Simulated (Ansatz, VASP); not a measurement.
BeTe: VASP beside Ansatz

```xyz
2
Lattice="0.0000 2.8599 2.8599 2.8599 0.0000 2.8599 2.8599 2.8599 0.0000" Properties=species:S:1:pos:R:3 pbc="T T T"
Be    0.0000    0.0000    0.0000
Te    1.4300    1.4300    1.4300
```

Alike in both runs: task single point; functional PBE; k mesh 8 × 8 × 8; occupations gaussian, width 0.02 eV; no spin polarisation.

|  | VASP | Ansatz |
| --- | --- | --- |
| version | VASP 6.6.1 | Ansatz 0.2.0 |
| potentials or method | VASP PAW PBE potentials, release 64 (Be, Te), cutoff 600 eV | scalar-relativistic, plane waves, PAW |
| valence electrons in the cell | 8 | 18 |

Ansatz gave:

* gap on the k mesh at the Fermi level (eV): 2.10
* least direct gap on the mesh (eV): 3.49
* pressure (GPa): -1.6

Question: Estimate VASP's values.

Answer: gap on the k mesh at the Fermi level (eV): 2.08; least direct gap on the mesh (eV): 3.49; pressure (GPa): -1.5.

VASP's potentials hold 8 valence electrons a cell and Ansatz's 18, so a difference there can come from the potentials and not from the codes.

Spin-orbit coupling is off throughout.
